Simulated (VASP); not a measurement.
Here is a VASP 6.6.1 calculation.

The input INCAR:

```
  PREC = Accurate
  ENCUT = 520
  EDIFF = 1E-6
  ISMEAR = -1
  SIGMA = 0.05
  LREAL = F
  LASPH = T
  NELM = 150
  ALGO = Normal
  ISIF = 2
  LWAVE = F
  LCHARG = F
  ISPIN = 2
  MAGMOM = 2 2 2 2
  LORBIT = 11
  LMAXMIX = 4
  GGA = PE
  NBANDS = 30
```

The input KPOINTS:

```
regular mesh
0
Gamma
  12 12 4
```

Contents of POSCAR:

```
Co
1.0
    2.4869235940      0.0000000000      0.0000000000
   -1.2434617971      2.1537390097      0.0000000000
    0.0000000000      0.0000000000      8.1417998233
Co
4
Direct
    0.6666666667      0.3333333333      0.7500000000
    0.0000000000      0.0000000000      0.5000000000
    0.3333333333      0.6666666667      0.2500000000
    0.0000000000      0.0000000000      0.0000000000
```

Potentials or basis: VASP PAW PBE potentials, release 64 (Co).

Run with:

```bash
$ cat potpaw_PBE.64/Co/POTCAR > POTCAR
$ mpirun -np 1 vasp_std > vasp.out
```

Question: What does it give for the pressure?

Answer: -0.5 GPa.

Question: Predict the net moment.

Answer: 6.64 μB per cell.

Stress tensor (GPa, compression positive):
```
 0.71  0.00  0.00
 0.00  0.71  0.00
 0.00  0.00 -2.91
```
